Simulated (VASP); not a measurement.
Wanted: the native input for a VASP 6.6.1 run.

```
Task                   : electric field gradients
Functional             : LDA
Potentials or basis    : VASP PAW LDA potentials, release 64 (P, Ir)
Cutoff                 : 520 eV
k mesh                 : 11 × 11 × 11
Occupations            : fermi-dirac, width 0.05 eV
Spin                   : no spin polarisation
Dipole correction      : no
Further INCAR settings : ALGO = Normal; EDIFF = 1e-08; NBANDS = 18
```

The structure of PIr2 lies in POSCAR:

```
PIr2
1.0
    0.0000000000      2.7489256148      2.7489256148
    2.7489256148      0.0000000000      2.7489256148
    2.7489256148      2.7489256148      0.0000000000
P Ir
1 2
Direct
    0.0000000000      0.0000000000      0.0000000000
    0.2500000000      0.2500000000      0.2500000000
    0.7500000000      0.7500000000      0.7500000000
```

This cell differs from its parent crystal: volume scaled by 0.98.

These files were run (other wordings do the same):

INCAR

```
PREC     = Accurate       # precision mode
ENCUT    = 520            # plane-wave cutoff, eV
EDIFF    = 1E-8           # SCF threshold, eV
ISMEAR   = -1             # smearing method
SIGMA    = 0.05           # smearing width, eV
LREAL    = F              # projectors in reciprocal space
LASPH    = T              # aspherical terms in the spheres
NELM     = 80             # most SCF steps
ALGO     = Normal         # electronic algorithm
ISIF     = 2              # what is computed and relaxed
LWAVE    = F              # write WAVECAR
LCHARG   = F              # write CHGCAR
LEFG     = T            
NBANDS   = 18             # bands
```

KPOINTS

```
Automatic mesh
0
Gamma
  11 11 11
```

Potentials or basis: VASP PAW LDA potentials, release 64 (P, Ir).

Run with:

```bash
$ cat potpaw_LDA.64/P/POTCAR potpaw_LDA.64/Ir/POTCAR > POTCAR
$ mpirun -np 1 vasp_std > vasp.out
```

Results of the run:

| Item | Value |
| --- | --- |
| Pressure | 3.5 GPa |

Caveat: without QUAD_EFG the Cq values of the log hold for a quadrupole moment of 1 mb, not for the nuclei.

Wall time 52 s on 1 thread of Intel(R) Xeon(R) Platinum 8259CL CPU @ 2.50GHz (Skylake/Cascade Lake), on a shared host, peak memory 0.18 GiB.
